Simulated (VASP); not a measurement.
## Mo: single point with PBE

The system is Mo.

```xyz
1
Lattice="2.6945 0.0000 0.0000 -1.3472 2.3335 0.0000 0.0000 0.0000 2.4785" Properties=species:S:1:pos:R:3 pbc="T T T"
Mo    0.0000    0.0000    1.2393
```

This cell differs from its parent crystal: strain -0.015 along x and y, -0.030 along z.

```yaml
Program: VASP 6.6.1
Task: single point
Functional: PBE
Potentials_or_basis: VASP PAW PBE potentials, release 64 (Mo_sv)
Cutoff: 520 eV
k_mesh: 21 × 21 × 18
Occupations: gaussian, width 0.15 eV
Spin: no spin polarisation
Dipole_correction: no
Further_INCAR_settings: ALGO = Normal; EDIFF = 1e-06; NBANDS = 13
```

```yaml
Pressure: 19.1 GPa
Band_gap_on_the_k_mesh: zero (band 7 reaches 13.60 eV, above the bottom of band 8 at 11.46 eV)
```

Stress tensor (GPa, compression positive):
```
20.38  0.00  0.00
 0.00 20.38  0.00
 0.00  0.00 16.65
```

Levels at points of the mesh, in eV from the Fermi level:
| k point | band 4 | band 5 | band 6 | band 7 | band 8 | band 9 | band 10 | band 11 |
| --- | --- | --- | --- | --- | --- | --- | --- | --- |
| (0.00, 0.00, 0.00) | -34.00 | -6.94 | -4.65 | -1.02 | -1.02 | 4.57 | 4.57 | 12.95 |
| (0.00, 0.00, 0.50) | -34.00 | -3.70 | -0.05 | -0.05 | 0.25 | 0.71 | 0.71 | 11.33 |

Run time: 34 s on 1 thread of Intel(R) Xeon(R) Platinum 8559C (Emerald Rapids), on a shared host, peak memory 0.19 GiB.

Caveat: the cell differs from its parent crystal (strain -0.015 along x and y, -0.030 along z).
